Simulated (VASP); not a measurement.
Crystal: SrC8.

```xyz
9
Lattice="4.7057 0.0000 0.0000 -2.3529 4.0753 0.0000 0.0000 0.0000 5.7389" Properties=species:S:1:pos:R:3 pbc="T T T"
Sr    0.0000    0.0000    2.8695
C     0.0000    1.3568    0.0000
C     3.5307    0.6784    0.0000
C     1.1750    0.6784    0.0000
C     1.1778    3.3969    0.0000
C    -1.1778    3.3969    0.0000
C     2.3529    2.7185    0.0000
C     0.0000    2.7169    0.0000
C     2.3529    1.3584    0.0000
```

The cell was generated, and may not be a known phase.

| Property | Result |
| --- | --- |
| Program | VASP 6.6.1 |
| Task | relaxation of cell and atoms |
| Functional | PBE |
| Potentials or basis | VASP PAW PBE potentials, release 64 (Sr_sv, C) |
| Cutoff | 600 eV |
| k mesh | 6 × 6 × 4 |
| Occupations | gaussian, width 0.1 eV |
| Spin | no spin polarisation |

At the start: pressure 30.2 GPa; volume 12.23 Å³/atom.

Question: How do energy, volume and symmetry change on relaxing?

Answer: Over 14 steps the energy falls by 235.3 meV/atom and the volume is 11.82 Å³/atom (-3.3 %); space group P6/mmm (No. 191, to 0.1 Å) before and after.

The path:
```tsv
step	energy change (eV)	largest force (eV/Å)	pressure (GPa)	volume (Å³)
1	0.0000	0.2815	30.25	110.06
2	2.8950	0.1360	-31.61	149.70
3	-1.6865	0.1923	-3.93	123.73
4	-1.6994	0.1794	-1.98	122.69
5	-1.6996	0.1761	-1.48	122.43
6	-1.7589	0.3429	-1.68	120.55
7	-1.8070	1.1043	-1.80	117.71
8	-1.8240	1.0796	-1.80	117.26
9	-1.8741	1.0092	-1.77	115.91
10	-1.9676	0.9071	-1.60	113.19
11	-2.0906	0.7143	-0.65	107.73
12	-2.0975	0.6554	-0.03	105.75
13	-2.1156	0.2197	-0.07	106.17
14	-2.1178	0.0033	-0.07	106.38
```

Final structure:
```
CELL_PARAMETERS angstrom
4.99528 0.00000 0.00000
-2.49764 4.32604 0.00000
0.00000 0.00000 4.92268
ATOMIC_POSITIONS crystal
Sr 0.00000 0.00000 0.50000
C 0.16722 0.33445 0.00000
C 0.83278 0.16722 0.00000
C 0.33445 0.16722 0.00000
C 0.66555 0.83278 0.00000
C 0.16722 0.83278 0.00000
C 0.83278 0.66555 0.00000
C 0.33333 0.66667 0.00000
C 0.66667 0.33333 0.00000
```
